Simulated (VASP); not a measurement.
Write the native input for VASP 6.6.1 that does the following.

```
Task                   : relaxation of the atoms
Functional             : PBE
Potentials or basis    : VASP PAW PBE potentials, release 64 (Ga_d, N)
Cutoff                 : 520 eV
k mesh                 : 8 × 8 × 5
Occupations            : gaussian, width 0.05 eV
Spin                   : no spin polarisation
Dipole correction      : no
Further INCAR settings : ALGO = Normal; EDIFF = 1e-07; IBRION = 2; EDIFFG = -0.003; NSW = 80
```

The structure of GaN lies in POSCAR:

```
GaN
1.0
    3.1890000000      0.0000000000      0.0000000000
   -1.5945000000      2.7617550100      0.0000000000
    0.0000000000      0.0000000000      5.2161100000
Ga N
2 2
Direct
    0.3333333333      0.6666666667      0.0000000000
    0.6666666667      0.3333333333      0.5000000000
    0.3333333333      0.6666666667      0.3770000000
    0.6666666667      0.3333333333      0.8770000000
```

The input as run:

INCAR

```
  ALGO = Normal
  EDIFF = 1E-7
  EDIFFG = -0.003
  ENCUT = 520
  GGA = PE
  IBRION = 2
  ISIF = 2
  ISMEAR = 0
  LASPH = T
  LCHARG = F
  LREAL = F
  LWAVE = F
  NELM = 60
  NSW = 80
  PREC = Accurate
  SIGMA = 0.05
```

KPOINTS

```
k-points
0
Gamma
  8 8 5
```

Potentials or basis: VASP PAW PBE potentials, release 64 (Ga_d, N).

Run with:

```bash
$ cat potpaw_PBE.64/Ga_d/POTCAR potpaw_PBE.64/N/POTCAR > POTCAR
$ mpirun -np 1 vasp_std > vasp.out
```

Results of the run:

| Quantity | Value |
| --- | --- |
| Energy gained by relaxing | 0.1 meV/atom |
| Ionic steps | 3 |
| Pressure after relaxing | 4.3 GPa |
| Band gap on the k mesh | 1.86 eV, direct |

It took 34 s on 1 thread of Intel(R) Xeon(R) Platinum 8488C (Sapphire Rapids), with other jobs on the host, peak memory 0.17 GiB.
